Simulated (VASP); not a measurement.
The system is Ga.

```xyz
2
Lattice="3.0261 0.0000 0.0000 -1.5131 2.6207 0.0000 0.0000 0.0000 4.9417" Properties=species:S:1:pos:R:3 pbc="T T T"
Ga    0.0000    1.7471    1.2354
Ga    1.5131    0.8736    3.7062
```

* Program: VASP 6.6.1
* Task: relaxation of cell and atoms
* Functional: BLYP
* Potentials or basis: VASP PAW PBE potentials, release 64 (Ga_d)
* Cutoff: 600 eV
* k mesh: 12 × 12 × 7
* Occupations: fermi-dirac, width 0.1 eV
* Spin: no spin polarisation

At the start: pressure 4.1 GPa; volume 19.59 Å³/atom.

Problem. Where does the relaxation end?

Solution. Over 11 steps the energy falls by 30.4 meV/atom and the volume is 21.97 Å³/atom (+12.1 %); space group P6_3/mmc (No. 194, to 0.05 Å).

Step by step:
```csv
step,energy change (eV),largest force (eV/Å),pressure (GPa),volume (Å³)
1,0.0000,0.0000,4.13,39.19
2,-0.0485,0.0000,1.19,42.12
3,-0.0549,0.0000,-0.16,43.95
4,-0.0550,0.0000,-0.08,43.81
5,-0.0549,0.0000,0.02,43.72
6,-0.0565,0.0000,0.00,43.72
7,-0.0600,0.0000,0.04,43.72
8,-0.0583,0.0000,0.27,43.67
9,-0.0607,0.0000,0.11,43.71
10,-0.0607,0.0000,0.12,43.71
11,-0.0608,0.0000,-0.04,43.94
```

Final structure:
```
CELL_PARAMETERS angstrom
3.20413 0.00000 0.00000
-1.60206 2.77486 0.00000
0.00000 0.00000 4.94203
ATOMIC_POSITIONS crystal
Ga 0.33333 0.66667 0.25000
Ga 0.66667 0.33333 0.75000
```

Caveat: the PAW data sets were made with another functional, which shifts forces and pressure a little.
